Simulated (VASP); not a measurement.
# NbN (Fm-3m) in VASP: single point with PBE+U

Aim: the single point of NbN with PBE+U.

Everything below comes from runs of VASP 6.6.1. Logs are shortened: lines on timing, memory, paths and dates and some standing lists are left out, and cuts for length are marked.

## (1) The cell of the first run

The structure is cubic, space group Fm-3m (No. 225). Conventional cell: a = 4.410 Å, b = 4.410 Å, c = 4.410 Å, α = 90.00°, β = 90.00°, γ = 90.00°. Nb (site symmetry m-3m) has 6 N at 2.21 Å within 2.9 Å. N (site symmetry m-3m) has 6 Nb at 2.21 Å within 2.9 Å.

## (2) Single point, PBE+U, collinear spin

Contents of INCAR:

```
ALGO = Normal
EDIFF = 1E-6
ENCUT = 600
GGA = PE
GGA_COMPAT = False
ISIF = 2
ISMEAR = -1
ISPIN = 2
ISYM = 0
LASPH = True
LCHARG = False
LDAU = True
LDAUJ = 0 0
LDAUL = 2 -1
LDAUPRINT = 1
LDAUTYPE = 2
LDAUU = 2.7 0
LMAXMIX = 4
LORBIT = 11
LREAL = False
LWAVE = False
MAGMOM = 1 1 0 0
NBANDS = 30
NELM = 200
PREC = Accurate
SIGMA = 0.02
```

Contents of KPOINTS:

```
k-points
0
Gamma
  5 7 8
```

Contents of POSCAR:

```
NbN
1.0
   -2.2050000000     -2.2050000000     -4.4100000000
    2.2050000000     -2.2050000000      0.0000000000
   -2.2050000000     -2.2050000000      0.0000000000
Nb N
2 2
Direct
    0.0000000000      0.0000000000      0.0000000000
    0.5000000000      0.5000000000      0.0000000000
    0.0000000000      0.5000000000      0.5000000000
    0.5000000000      0.0000000000      0.5000000000
```

Potentials or basis: VASP PAW PBE potentials, release 64 (Nb_sv, N).

Launch:

```
$ cat potpaw_PBE.64/Nb_sv/POTCAR potpaw_PBE.64/N/POTCAR > POTCAR
$ mpirun -np 1 vasp_std > vasp.out
```

OUTCAR:

```text
EDIFF = 1E-6
   ENCUT = 600
   GGA = PE
   ISIF = 2
   ISMEAR = -1
   ISPIN = 2
   ISYM = 0
   LASPH = True
   LORBIT = 11
   LREAL = False
   NELM = 200
   PREC = Accurate

 ion  position               nearest neighbor table
   1  0.000  0.000  0.000-   3 2.21   3 2.21   4 2.21   3 2.21   3 2.21   4 2.21
   2  0.500  0.500  0.000-   4 2.21   3 2.21   4 2.21   4 2.21   4 2.21   3 2.21
   3  0.000  0.500  0.500-   1 2.21   1 2.21   2 2.21   1 2.21   1 2.21   2 2.21
   4  0.500  0.000  0.500-   2 2.21   1 2.21   2 2.21   2 2.21   2 2.21   1 2.21

IMPORTANT INFORMATION: All symmetrisations will be switched off!
NOSYMM: (Re-)initialisation of all symmetry stuff for point group C_1.

----------------------------------------------------------------------------------------

                                     Primitive cell

  volume of cell :      42.8831

  direct lattice vectors                    reciprocal lattice vectors
    -2.205000000 -2.205000000 -4.410000000     0.000000000  0.000000000 -0.226757370
     2.205000000 -2.205000000  0.000000000     0.226757370 -0.226757370  0.000000000
    -2.205000000 -2.205000000  0.000000000    -0.226757370 -0.226757370  0.226757370

  length of vectors
     5.401124883  3.118340905  3.118340905     0.226757370  0.320683347  0.392755285

  position of ions in fractional coordinates (direct lattice)
     0.000000000  0.000000000  0.000000000
     0.500000000  0.500000000  0.000000000
     0.000000000  0.500000000  0.500000000
     0.500000000  0.000000000  0.500000000

  ion indices of the primitive-cell ions
   primitive index   ion index
                 1           1
                 2           2
                 3           3
                 4           4

----------------------------------------------------------------------------------------

 KPOINTS: k-points

Automatic generation of k-mesh.
 Grid dimensions read from file:
 generate k-points for:    5    7    8

 Generating k-lattice:

  Cartesian coordinates                     Fractional coordinates (reciprocal lattice)
     0.000000000  0.000000000 -0.045351474     0.200000000  0.000000000  0.000000000
     0.032393910 -0.032393910  0.000000000     0.000000000  0.142857143  0.000000000
    -0.028344671 -0.028344671  0.028344671     0.000000000  0.000000000  0.125000000

  Length of vectors
     0.045351474  0.045811907  0.049094411

  Shift w.r.t. Gamma in fractional coordinates (k-lattice)
     0.000000000  0.000000000  0.000000000

 -----------------------------------------------------------------------------
|                                                                             |
|           W    W    AA    RRRRR   N    N  II  N    N   GGGG   !!!           |
|           W    W   A  A   R    R  NN   N  II  NN   N  G    G  !!!           |
|           W    W  A    A  R    R  N N  N  II  N N  N  G       !!!           |
|           W WW W  AAAAAA  RRRRR   N  N N  II  N  N N  G  GGG   !            |
|           WW  WW  A    A  R   R   N   NN  II  N   NN  G    G                |
|           W    W  A    A  R    R  N    N  II  N    N   GGGG   !!!           |
|                                                                             |
|     Your reciprocal lattice and k-lattice belong to different lattice       |
|     classes:                                                                |
|                                                                             |
|        The reciprocal lattice is simple tetragonal,                         |
|        whereas your k-lattice is simple monoclinic.                         |
|                                                                             |
|     Results are often still useful ...                                      |
|                                                                             |
 -----------------------------------------------------------------------------

 WARNING: IBZKPT: internal override: KBLOWUP is changed to .FALSE.
      ... skipping the blow-up phase ...

 Subroutine IBZKPT returns following result:
 ===========================================

 Found    141 irreducible k-points:

 Following reciprocal coordinates:
            Coordinates               Weight
  0.000000  0.000000  0.000000      1.000000
  0.200000  0.000000  0.000000      2.000000
  0.400000  0.000000  0.000000      2.000000
  0.000000  0.142857  0.000000      2.000000
  0.200000  0.142857  0.000000      2.000000
  0.400000  0.142857  0.000000      2.000000
[... 16 lines left out ...]
 -0.200000  0.000000  0.125000      2.000000
 -0.000000  0.142857  0.125000      2.000000
[... 46 lines left out ...]
   U (eV)           for each species LDAUU =   2.7  0.0
   J (eV)           for each species LDAUJ =   0.0  0.0
   GGA     = PE    functional components
   LHFCALC =     F    Hartree Fock is set to
   AEXX    =    0.0000 exact exchange contribution
   IVDW    =     0    specifies the selected vdW correction
   LEPSILON=     F    determine dielectric tensor
   LRPA    =     F    only Hartree local field effects (RPA)
 spin polarized calculation
  energy-cutoff  :      600.00
  volume of cell :       42.88
 maximum number of plane-waves:      1449
 NGX is ok and might be reduce to    48
   NGX = 21   NGY = 13   NGZ = 13

 number of electron      36.0000001 magnetization      -0.0003399

atom =   1  type =  1  l = 2

 onsite density matrix

spin component  1

  0.2504  0.0003 -0.0009  0.0003 -0.0000
  0.0003  0.2588  0.0002  0.0008 -0.0005
 -0.0009  0.0002  0.1772  0.0002  0.0000
  0.0003  0.0008  0.0002  0.2588  0.0005
 -0.0000 -0.0005  0.0000  0.0005  0.1773

spin component  2

  0.2504  0.0003 -0.0009  0.0003 -0.0000
  0.0003  0.2588  0.0002  0.0008 -0.0005
 -0.0009  0.0002  0.1772  0.0002 -0.0000
  0.0003  0.0008  0.0002  0.2588  0.0005
 -0.0000 -0.0005 -0.0000  0.0005  0.1773

 occupancies and eigenvectors

  o =  0.1772  v = -0.0122  0.0030 -0.9999  0.0029  0.0016  0.0000  0.0000  0.0000  0.0000  0.0000      0.0000  0.0000  0.0000  0.0000  0.0000  0.0000  0.0000  0.0000  0.0000  0.0000
  o =  0.1772  v =  0.0000  0.0000  0.0000  0.0000  0.0000 -0.0122  0.0029 -0.9999  0.0030 -0.0031      0.0000  0.0000  0.0000  0.0000  0.0000  0.0000  0.0000  0.0000  0.0000  0.0000
  o =  0.1773  v =  0.0000  0.0058  0.0016 -0.0058  1.0000  0.0000  0.0000  0.0000  0.0000  0.0000      0.0000  0.0000  0.0000  0.0000  0.0000  0.0000  0.0000  0.0000  0.0000  0.0000
  o =  0.1773  v =  0.0000  0.0000  0.0000  0.0000  0.0000 -0.0000  0.0058 -0.0031 -0.0058  1.0000      0.0000  0.0000  0.0000  0.0000  0.0000  0.0000  0.0000  0.0000  0.0000  0.0000
  o =  0.2504  v = -0.9985  0.0370  0.0124  0.0371  0.0000  0.0000  0.0000  0.0000  0.0000  0.0000      0.0000  0.0000  0.0000  0.0000  0.0000  0.0000  0.0000  0.0000  0.0000  0.0000
  o =  0.2504  v =  0.0000  0.0000  0.0000  0.0000  0.0000 -0.9986  0.0367  0.0124  0.0367  0.0000      0.0000  0.0000  0.0000  0.0000  0.0000  0.0000  0.0000  0.0000  0.0000  0.0000
  o =  0.2579  v =  0.0000  0.0000  0.0000  0.0000  0.0000 -0.0000  0.7071 -0.0000 -0.7071 -0.0082      0.0000  0.0000  0.0000  0.0000  0.0000  0.0000  0.0000  0.0000  0.0000  0.0000
  o =  0.2580  v = -0.0000  0.7071 -0.0000 -0.7071 -0.0082  0.0000  0.0000  0.0000  0.0000  0.0000      0.0000  0.0000  0.0000  0.0000  0.0000  0.0000  0.0000  0.0000  0.0000  0.0000
  o =  0.2596  v =  0.0525  0.7061  0.0035  0.7061  0.0000  0.0000  0.0000  0.0000  0.0000  0.0000      0.0000  0.0000  0.0000  0.0000  0.0000  0.0000  0.0000  0.0000  0.0000  0.0000
  o =  0.2596  v =  0.0000  0.0000  0.0000  0.0000  0.0000  0.0519  0.7061  0.0035  0.7061 -0.0000      0.0000  0.0000  0.0000  0.0000  0.0000  0.0000  0.0000  0.0000  0.0000  0.0000

atom =   2  type =  1  l = 2

 onsite density matrix

spin component  1

  0.2504  0.0003 -0.0009  0.0003 -0.0000
  0.0003  0.2588  0.0002  0.0008 -0.0005
 -0.0009  0.0002  0.1772  0.0002  0.0000
  0.0003  0.0008  0.0002  0.2588  0.0005
 -0.0000 -0.0005  0.0000  0.0005  0.1773

spin component  2

  0.2504  0.0003 -0.0009  0.0003  0.0000
  0.0003  0.2588  0.0002  0.0008 -0.0005
 -0.0009  0.0002  0.1772  0.0002 -0.0000
  0.0003  0.0008  0.0002  0.2588  0.0005
  0.0000 -0.0005 -0.0000  0.0005  0.1773

 occupancies and eigenvectors

  o =  0.1772  v = -0.0122  0.0030 -0.9999  0.0029  0.0016  0.0000  0.0000  0.0000  0.0000  0.0000      0.0000  0.0000  0.0000  0.0000  0.0000  0.0000  0.0000  0.0000  0.0000  0.0000
  o =  0.1772  v =  0.0000  0.0000  0.0000  0.0000  0.0000 -0.0123  0.0029 -0.9999  0.0030 -0.0055      0.0000  0.0000  0.0000  0.0000  0.0000  0.0000  0.0000  0.0000  0.0000  0.0000
  o =  0.1773  v =  0.0000  0.0058  0.0016 -0.0058  1.0000  0.0000  0.0000  0.0000  0.0000  0.0000      0.0000  0.0000  0.0000  0.0000  0.0000  0.0000  0.0000  0.0000  0.0000  0.0000
  o =  0.1773  v =  0.0000  0.0000  0.0000  0.0000  0.0000 -0.0001  0.0058 -0.0055 -0.0058  1.0000      0.0000  0.0000  0.0000  0.0000  0.0000  0.0000  0.0000  0.0000  0.0000  0.0000
  o =  0.2504  v = -0.9985  0.0371  0.0124  0.0371  0.0000  0.0000  0.0000  0.0000  0.0000  0.0000      0.0000  0.0000  0.0000  0.0000  0.0000  0.0000  0.0000  0.0000  0.0000  0.0000
  o =  0.2504  v =  0.0000  0.0000  0.0000  0.0000  0.0000 -0.9986  0.0367  0.0125  0.0367 -0.0000      0.0000  0.0000  0.0000  0.0000  0.0000  0.0000  0.0000  0.0000  0.0000  0.0000
  o =  0.2579  v =  0.0000  0.0000  0.0000  0.0000  0.0000 -0.0000  0.7070 -0.0000 -0.7072 -0.0082      0.0000  0.0000  0.0000  0.0000  0.0000  0.0000  0.0000  0.0000  0.0000  0.0000
  o =  0.2580  v = -0.0000  0.7070 -0.0000 -0.7071 -0.0082  0.0000  0.0000  0.0000  0.0000  0.0000      0.0000  0.0000  0.0000  0.0000  0.0000  0.0000  0.0000  0.0000  0.0000  0.0000
  o =  0.2596  v =  0.0000  0.0000  0.0000  0.0000  0.0000  0.0519  0.7062  0.0035  0.7060 -0.0000      0.0000  0.0000  0.0000  0.0000  0.0000  0.0000  0.0000  0.0000  0.0000  0.0000
  o =  0.2596  v =  0.0525  0.7062  0.0035  0.7061 -0.0000  0.0000  0.0000  0.0000  0.0000  0.0000      0.0000  0.0000  0.0000  0.0000  0.0000  0.0000  0.0000  0.0000  0.0000  0.0000

 number of electron      36.0000001 magnetization       0.0000994

 Free energy of the ion-electron system (eV)
  ---------------------------------------------------
  ext. energy  EPLUGINS =         0.00000000
  ---------------------------------------------------
  free energy    TOTEN  =       -36.26797920 eV

  energy without entropy =      -36.26569241  energy(sigma->0) =      -36.26683580

 E-fermi :  14.1633     XC(G=0): -13.3285

 val. band max:       14.1623729631   @ k =  -0.4000   0.0000   0.3750
 cond. band min:      14.1640980490   @ k =  -0.2000  -0.1429   0.3750
 fundamental gap:      0.0017250859
 Fermi energy:        14.1633444456

 spin component 1

 k-point     1 :       0.0000    0.0000    0.0000
  band No.  band energies     occupation
      1     -42.8369      1.00000
      2     -42.6692      1.00000
      3     -19.2914      1.00000
      4     -18.8057      1.00000
      5     -18.7995      1.00000
      6     -18.4856      1.00000
[... 1577 lines left out ...]
     29      24.6791      0.00000
     30      24.9569      0.00000

 [... further k-points ...]
[... 5 lines left out ...]
  --------------------------------------------------------------------------------------
  -------------------------------------------------------------------------------------
  Total        1.9715951      1.9715978      2.3416093     -0.1495840      0.1158290      0.1158278
  in kB       73.6618376     73.6619377     87.4861382     -5.5886895      4.3275520      4.3275052
  external PRESSURE =      78.2699712 kB  Pullay stress =       0.0000000 kB

 VOLUME and BASIS-vectors are now :
 -----------------------------------------------------------------------------
  energy-cutoff  :      600.00
  volume of cell :       42.88
      direct lattice vectors                 reciprocal lattice vectors
    -2.205000000 -2.205000000 -4.410000000     0.000000000  0.000000000 -0.226757370
     2.205000000 -2.205000000  0.000000000     0.226757370 -0.226757370  0.000000000
    -2.205000000 -2.205000000  0.000000000    -0.226757370 -0.226757370  0.226757370

 POSITION                                       TOTAL-FORCE (eV/Angst)
 -----------------------------------------------------------------------------------
      0.00000      0.00000      0.00000         0.000002      0.000002     -0.000001
      0.00000     -2.20500     -2.20500        -0.000001     -0.000003     -0.000000
      0.00000     -2.20500      0.00000         0.000000      0.000000      0.000002
     -2.20500     -2.20500     -2.20500        -0.000001      0.000000     -0.000001
 -----------------------------------------------------------------------------------
    total drift:                                0.000004     -0.000001     -0.000002

  FREE ENERGIE OF THE ION-ELECTRON SYSTEM (eV)
  ---------------------------------------------------
  free  energy   TOTEN  =       -36.2679792015 eV

  energy  without entropy=      -36.2656924065  energy(sigma->0) =      -36.26683580

 total charge

# of ion       s       p       d       tot
------------------------------------------
    1        2.156   6.061   2.215  10.432
    2        2.156   6.061   2.215  10.432
    3        1.234   2.522   0.000   3.756
    4        1.234   2.522   0.000   3.756
--------------------------------------------------
tot          6.781  17.164   4.430  28.376

 magnetization (x)

# of ion       s       p       d       tot
------------------------------------------
    1        0.000  -0.000   0.000   0.000
    2        0.000  -0.000   0.000   0.000
    3        0.000   0.000   0.000   0.000
    4        0.000   0.000   0.000   0.000
--------------------------------------------------
tot          0.000   0.000   0.000   0.000
```

Run time: 5.2 min. Hardware: 1 thread of Intel Xeon Platinum 8488C (Sapphire Rapids), shared host; peak memory 0.44 GiB.

Results:

| Property | Result |
| --- | --- |
| Free energy | -36.2680 eV |
| Pressure | 7.8 GPa |
| Band gap on the k mesh | zero (filled and empty bands overlap) |
| Net moment | 0.00 μB per cell |
| Valence electrons inside the program's atomic spheres | Nb 10.43; N 3.76 |

Stress tensor (GPa, compression positive):
```
 7.37 -0.56  0.43
-0.56  7.37  0.43
 0.43  0.43  8.75
```

Levels at points of the mesh, in eV from the Fermi level:
Spin up:
| k point | band 15 | band 16 | band 17 | band 18 | band 19 | band 20 | band 21 | band 22 |
| --- | --- | --- | --- | --- | --- | --- | --- | --- |
| (0.00, 0.00, 0.00) | -3.47 | -3.47 | -3.47 | -1.97 | -1.97 | -1.96 | 0.09 | 0.10 |
| (0.00, 0.00, 0.50) | -6.99 | -6.99 | 1.52 | 1.52 | 1.53 | 1.53 | 1.94 | 1.94 |
Spin down:
| k point | band 16 | band 17 | band 18 | band 19 | band 20 | band 21 |
| --- | --- | --- | --- | --- | --- | --- |
| (0.00, 0.00, 0.00) | -3.47 | -3.47 | -1.97 | -1.97 | -1.96 | 0.09 |
| (0.00, 0.00, 0.50) | -6.99 | 1.52 | 1.52 | 1.53 | 1.53 | 1.94 |

Eigenvalues of the final occupation matrices:
```csv
site,spin,trace,eigenvalues
site 1 d,1,1.12,0.18 0.18 0.25 0.26 0.26
site 1 d,2,1.12,0.18 0.18 0.25 0.26 0.26
site 2 d,1,1.12,0.18 0.18 0.25 0.26 0.26
site 2 d,2,1.12,0.18 0.18 0.25 0.26 0.26
```

Caveat: the cell stands under pressure.
